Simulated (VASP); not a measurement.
# BC7 (P6/mmm) in VASP: relaxation of cell and atoms with PBE

Aim: the relaxation of cell and atoms of BC7 with PBE.

All numbers are computed with VASP 6.6.1; they aren't measurements. Logs are shortened: lines on timing, memory, paths and dates and some standing lists are left out, and cuts for length are marked.

## 1. The cell of the first run

The structure is hexagonal, space group P6/mmm (No. 191). Conventional cell: a = 5.046 Å, b = 5.046 Å, c = 8.631 Å, α = 90.00°, β = 90.00°, γ = 120.00°. Within 2.0 Å of B (site symmetry -6m2) lie 3 C at 1.52 Å. Within 1.9 Å of C (site symmetry mm2) lie 3 C at 1.46 Å. C (site symmetry -6m2) has 3 C at 1.46 Å within 1.9 Å. C (site symmetry mm2) has 2 C at 1.39 Å and 1 B at 1.52 Å within 1.9 Å.

## 2. Relaxation of cell and atoms, PBE

Input file INCAR:

```
PREC = Accurate
ENCUT = 600
EDIFF = 1E-6
ISMEAR = 0
SIGMA = 0.1
LREAL = Auto
LASPH = T
NELM = 60
ALGO = Normal
ISIF = 3
LWAVE = F
LCHARG = F
GGA = PE
IBRION = 2
NSW = 80
EDIFFG = -0.001
```

Input file KPOINTS:

```
regular mesh
0
Gamma
  6 6 4
```

Input file POSCAR:

```
BC7
1.0
    5.0464964541      0.0000000000      0.0000000000
   -2.5232482270      4.3703941294      0.0000000000
    0.0000000000      0.0000000000      8.6307371746
B C
2 14
Direct
    0.3333333333      0.6666666667      0.0000000000
    0.6666666667      0.3333333333      0.0000000000
    0.8333537449      0.1666462551      0.5000000000
    0.6667074898      0.8333537449      0.5000000000
    0.3333333333      0.6666666667      0.5000000000
    0.8333537449      0.6667074898      0.5000000000
    0.1666462551      0.8333537449      0.5000000000
    0.6666666667      0.3333333333      0.5000000000
    0.3332925102      0.1666462551      0.5000000000
    0.1666462551      0.3332925102      0.5000000000
    0.8404468968      0.6808937936      0.0000000000
    0.6808937936      0.8404468968      0.0000000000
    0.8404468968      0.1595531032      0.0000000000
    0.1595531032      0.3191062064      0.0000000000
    0.3191062064      0.1595531032      0.0000000000
    0.1595531032      0.8404468968      0.0000000000
```

Potentials or basis: VASP PAW PBE potentials, release 64 (B, C).

Command:

```
$ cat potpaw_PBE.64/B/POTCAR potpaw_PBE.64/C/POTCAR > POTCAR
$ mpirun -np 1 vasp_std > vasp.out
```

OUTCAR:

```text
PREC = Accurate
   ENCUT = 600
   EDIFF = 1E-6
   ISMEAR = 0
   LREAL = Auto
   LASPH = T
   NELM = 60
   ISIF = 3
   GGA = PE
   IBRION = 2
   NSW = 80
   EDIFFG = -0.001

 ion  position               nearest neighbor table
   1  0.333  0.667  0.000-  16 1.52  12 1.52  14 1.52
   2  0.667  0.333  0.000-  13 1.52  15 1.52  11 1.52
   3  0.833  0.167  0.500-  10 1.46   4 1.46   8 1.46
   4  0.667  0.833  0.500-   6 1.46   3 1.46   5 1.46
   5  0.333  0.667  0.500-   7 1.46   4 1.46  10 1.46
   6  0.833  0.667  0.500-   4 1.46   7 1.46   8 1.46
[... 8 lines left out ...]
  15  0.319  0.160  0.000-  14 1.39  16 1.39   2 1.52
  16  0.160  0.840  0.000-  11 1.39  15 1.39   1 1.52

  LATTYP: Found a hexagonal cell.
 ALAT       =     5.0464964541
 C/A-ratio  =     1.7102433843

  Lattice vectors:

 A1 = (   5.0464964541,   0.0000000000,   0.0000000000)
 A2 = (  -2.5232482270,   4.3703941294,   0.0000000000)
 A3 = (   0.0000000000,   0.0000000000,   8.6307371746)

Analysis of symmetry for initial positions (statically):
=====================================================================
 Subroutine PRICEL returns:
 Original cell was already a primitive cell.

 Routine SETGRP: Setting up the symmetry group for a
 hexagonal supercell.

 Subroutine GETGRP returns: Found 24 space group operations
 (whereof 24 operations were pure point group operations)
 out of a pool of 24 trial point group operations.

The static configuration has the point symmetry D_6h.

Analysis of symmetry for dynamics (positions and initial velocities):
=====================================================================
 Subroutine PRICEL returns:
 Original cell was already a primitive cell.

 Routine SETGRP: Setting up the symmetry group for a
 hexagonal supercell.

 Subroutine GETGRP returns: Found 24 space group operations
 (whereof 24 operations were pure point group operations)
 out of a pool of 24 trial point group operations.

The dynamic configuration has the point symmetry D_6h.

 Subroutine INISYM returns: Found 24 space group operations
 (whereof 24 operations are pure point group operations),
 and found     1 'primitive' translations

----------------------------------------------------------------------------------------

                                     Primitive cell

  volume of cell :     190.3524

  direct lattice vectors                    reciprocal lattice vectors
     5.046496454  0.000000000  0.000000000     0.198157278  0.114406158  0.000000000
    -2.523248227  4.370394129  0.000000000     0.000000000  0.228812315  0.000000000
     0.000000000  0.000000000  8.630737175     0.000000000  0.000000000  0.115864958
[... 114 lines left out ...]
   ISIF   =      3    stress and relaxation
   ISYM   =      2    0-nonsym 1-usesym 2-fastsym
   POTIM  = 0.5000    time-step for ionic-motion
   TEBEG  =    0.0;   TEEND  =   0.0 temperature during run
   PSTRESS=    0.0 pullay stress
   NELECT =      62.0000    total number of electrons
   NUPDOWN=      -1.0000    fix difference up-down
   EMIN   =  10.00;   EMAX   =-10.00  energy-range for DOS
   EFERMI =   0.00;   METHOD = LEGACY
   ISMEAR =     0;   SIGMA  =   0.10  broadening in eV -4-tet -1-fermi 0-gaus
   EFERMI_NEDOS =   21; number of points for ismear=-14 and -15
   IALGO  =     38    algorithm
   IMIX   =      4    mixing-type and parameters
     AMIX     =   0.40;   BMIX     =  1.00
     AMIX_MAG =   1.60;   BMIX_MAG =  1.00
  volume/ion in A,a.u.               =      11.90        80.29
  Fermi-wavevector in a.u.,A,eV,Ry     =   1.126383  2.128554 17.262223  1.268738
  Thomas-Fermi vector in A             =   2.263064
   LORBIT       =      0    0 simple, 1 ext, 2 COOP (PROOUT), +10 PAW based schemes
   GGA     = PE    functional components
   LHFCALC =     F    Hartree Fock is set to
   AEXX    =    0.0000 exact exchange contribution
   IVDW    =     0    specifies the selected vdW correction
   LEPSILON=     F    determine dielectric tensor
   LRPA    =     F    only Hartree local field effects (RPA)
 conjugate gradient relaxation of ions
 non-spin polarized calculation
 Gauss-broadening in eV      SIGMA  =   0.10
  energy-cutoff  :      600.00
  volume of cell :      190.35
 maximum number of plane-waves:      6381
   NGX = 21   NGY = 21   NGZ = 35

--------------------------------------- Ionic step        1  -------------------------------------------

 number of electron      62.0000005 magnetization

 Free energy of the ion-electron system (eV)
  ---------------------------------------------------
  ext. energy  EPLUGINS =         0.00000000
  ---------------------------------------------------
  free energy    TOTEN  =      -140.54360843 eV

  energy without entropy =     -140.53416295  energy(sigma->0) =     -140.53888569

------------------------ aborting loop because EDIFF is reached ----------------------------------------

  FORCE on cell =-STRESS in cart. coord.  units (eV):
  Direction    XX          YY          ZZ          XY          YZ          ZX
  --------------------------------------------------------------------------------------
  -------------------------------------------------------------------------------------
  Total        0.1186127      0.1186127     -0.2189861      0.0000000      0.0000000      0.0000000
  in kB        0.9983512      0.9983512     -1.8431840      0.0000000      0.0000000      0.0000000
  external PRESSURE =       0.0511728 kB  Pullay stress =       0.0000000 kB
[... 131 lines left out ...]
  FREE ENERGIE OF THE ION-ELECTRON SYSTEM (eV)
  ---------------------------------------------------
  free  energy   TOTEN  =      -140.5437191225 eV

  energy  without entropy=     -140.5342706990  energy(sigma->0) =     -140.53899491

[... ionic steps 4 to 26 ...]

--------------------------------------- Ionic step       27  -------------------------------------------

 number of electron      62.0000005 magnetization

------------------------ aborting loop because EDIFF is reached ----------------------------------------
[... 95 lines left out ...]
--------------------------------------- Ionic step       29  -------------------------------------------

 number of electron      62.0000005 magnetization

 Free energy of the ion-electron system (eV)
  ---------------------------------------------------
  ext. energy  EPLUGINS =         0.00000000
  ---------------------------------------------------
  free energy    TOTEN  =      -140.55158230 eV

  energy without entropy =     -140.54226992  energy(sigma->0) =     -140.54692611

 E-fermi :   2.2078     XC(G=0):  -8.8433

 val. band max:        1.8371755694   @ k =   0.0000   0.0000   0.0000
 cond. band min:       2.2164958326   @ k =   0.5000   0.0000   0.5000
 fundamental gap:      0.3793202632
 Fermi energy:         2.2078120474

 k-point     1 :       0.0000    0.0000    0.0000
  band No.  band energies     occupation
      1     -16.7263      2.00000
      2     -14.7892      2.00000
      3     -11.7954      2.00000
      4     -11.7929      2.00000
      5     -11.7929      2.00000
      6     -10.6204      2.00000
[... 935 lines left out ...]
  FREE ENERGIE OF THE ION-ELECTRON SYSTEM (eV)
  ---------------------------------------------------
  free  energy   TOTEN  =      -140.5515822987 eV

  energy  without entropy=     -140.5422699223  energy(sigma->0) =     -140.54692611

 reached required accuracy - stopping structural energy minimisation
```

It took 34 min on 1 thread of Intel Xeon 6975P-C (Granite Rapids), shared host; peak memory 0.39 GiB.

What came out:

- Free energy: -140.5516 eV
- Relaxed volume: 11.22 Å³/atom
- Relaxed cell: a = 5.047 Å, b = 5.047 Å, c = 8.139 Å, α = 90.00°, β = 90.00°, γ = 120.00°
- Space group after relaxing (to 0.1 Å): P6/mmm (No. 191)
- Energy gained by relaxing: 0.5 meV/atom
- Ionic steps: 29
- Pressure after relaxing: 0.0 GPa
- Band gap on the k mesh: zero (bands 31 and 32 overlap by 0.04 eV)

The path:
```tsv
step	energy change (eV)	largest force (eV/Å)	pressure (GPa)	volume (Å³)
1	0.0000	0.0397	0.01	190.35
2	0.0004	0.1117	-0.26	190.36
3	-0.0001	0.0093	-0.08	190.36
4	-0.0003	0.0101	-0.07	190.21
5	-0.0007	0.0113	-0.02	189.78
6	-0.0015	0.0145	0.07	188.92
7	-0.0029	0.0218	0.26	187.20
8	-0.0046	0.0360	0.65	183.76
9	-0.0012	0.0656	1.51	176.91
10	-0.0047	0.0394	0.76	182.73
11	-0.0047	0.0399	0.77	182.71
12	-0.0048	0.0401	0.76	182.65
13	-0.0049	0.0397	0.75	182.53
14	-0.0052	0.0392	0.73	182.30
15	-0.0057	0.0384	0.67	181.83
16	-0.0066	0.0378	0.57	180.88
17	-0.0075	0.0358	0.36	178.99
18	-0.0061	0.0322	-0.06	175.20
19	-0.0076	0.0343	0.27	178.12
20	-0.0076	0.0346	0.28	178.23
21	-0.0077	0.0260	0.23	178.47
22	-0.0080	0.0016	0.07	179.19
23	-0.0080	0.0097	0.03	179.40
24	-0.0080	0.0135	0.02	179.49
25	-0.0080	0.0201	-0.03	179.67
26	-0.0080	0.0156	-0.01	179.56
27	-0.0080	0.0137	0.01	179.52
28	-0.0080	0.0058	-0.01	179.52
29	-0.0080	0.0006	-0.01	179.52
```

Final structure:
```
CELL_PARAMETERS angstrom
5.04665 0.00000 0.00000
-2.52332 4.37053 0.00000
0.00000 0.00000 8.13902
ATOMIC_POSITIONS crystal
B 0.33333 0.66667 0.00000
B 0.66667 0.33333 0.00000
C 0.83337 0.16663 0.50000
C 0.66674 0.83337 0.50000
C 0.33333 0.66667 0.50000
C 0.83337 0.66674 0.50000
C 0.16663 0.83337 0.50000
C 0.66667 0.33333 0.50000
C 0.33326 0.16663 0.50000
C 0.16663 0.33326 0.50000
C 0.84038 0.68077 0.00000
C 0.68077 0.84038 0.00000
C 0.84038 0.15962 0.00000
C 0.15962 0.31923 0.00000
C 0.31923 0.15962 0.00000
C 0.15962 0.84038 0.00000
```

Caveat: this functional lacks dispersion, which binds layers or chains, so the pressure and a relaxed spacing across them are unreliable.

The gap in the log of VASP goes by the Fermi energy; the results here count the filled bands.